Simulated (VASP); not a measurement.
Runs of VASP 6.6.1 on NaCl. Symmetry: Pm-3m, No. 221, cubic system. The conventional cell has a = 3.460 Å, b = 3.460 Å, c = 3.460 Å, α = 90.00°, β = 90.00°, γ = 90.00°. Na (site symmetry m-3m) has 8 Cl at 3.00 Å and 6 Na at 3.46 Å within 3.9 Å. Cl (site symmetry m-3m) has 8 Na at 3.00 Å and 6 Cl at 3.46 Å within 3.9 Å. 

```csv
level,k mesh,smearing,grid for exact exchange (PRECFOCK),share of exact exchange,screening parameter,gap on the mesh (eV),pressure (GPa)
r2SCAN,6 × 6 × 6,methfessel-paxton 0.05 eV,-,-,-,4.95,-0.3
PBE-based screened hybrid,4 × 4 × 4,gaussian 0.01 eV,Normal,0.3,0.2078 1/Å,(c),0.5
r2SCAN,6 × 6 × 6,gaussian 0.01 eV,-,-,-,4.95,-0.3
PBE-based screened hybrid,4 × 4 × 4,gaussian 0.01 eV,Normal,0.1,0.3 1/Å,4.53,1.0
HSE06,4 × 4 × 4,gaussian 0.01 eV,Normal,-,0.2079 1/Å,(b),(a)
PBE-based screened hybrid,4 × 4 × 4,gaussian 0.01 eV,Normal,0.1,0.5 1/Å,4.38,1.1
r2SCAN,6 × 6 × 6,gaussian 0.2 eV,-,-,-,4.95,-0.3
r2SCAN,6 × 6 × 6,methfessel-paxton 0.2 eV,-,-,-,4.95,-0.3
```

Alike in all rows: task single point; potentials or basis VASP PAW PBE potentials, release 64 (Na_pv, Cl); no spin polarisation; cell as given; cutoff (eV) 520.

Q: Estimate the missing entries.

A: (a) 0.6; (b) 5.42; (c) 5.69.

Caveats: some runs use coarse meshes; the PAW data sets were made with another functional, which shifts forces and pressure a little.

A k mesh can miss the band edges.
